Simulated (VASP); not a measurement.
Runs of VASP 6.6.1 on HfB2. The structure is that of space group P6/mmm (No. 191), or close to it. The cells are those of the table. 

```tsv
task	cell	cutoff (eV)	gap on the mesh (eV)	pressure (GPa)
relaxation of cell and atoms	relaxed from a = 3.145, b = 3.145, c = 3.487 Å, angles 90.0, 90.0, 120.0°, 3 atoms	600	none	0.0
single point	a = 3.180, b = 3.180, c = 3.550 Å, angles 90.0, 90.0, 120.0°, 3 atoms	520	none	-9.6
single point	a = 3.145, b = 3.145, c = 3.487 Å, angles 90.0, 90.0, 120.0°, 3 atoms	520	none	(a)
single point	a = 3.145, b = 3.145, c = 3.488 Å, angles 90.0, 90.0, 120.0°, 3 atoms	520	none	-0.5
```

Alike in all rows: level PBE; potentials or basis VASP PAW PBE potentials, release 64 (Hf_pv, B); no spin polarisation; k mesh 13 × 13 × 10; smearing fermi-dirac 0.05 eV.

Task: Fill in the values left out.

Result: (a) -0.4.

Caveats: spin-orbit coupling is left out, which moves the levels of the heavy elements; the cell stands under tension (at least some runs).

A k mesh can miss the band edges, and the runs leave out spin-orbit coupling on Hf.

A gap of «none» marks levels without a gap at the run's occupations.
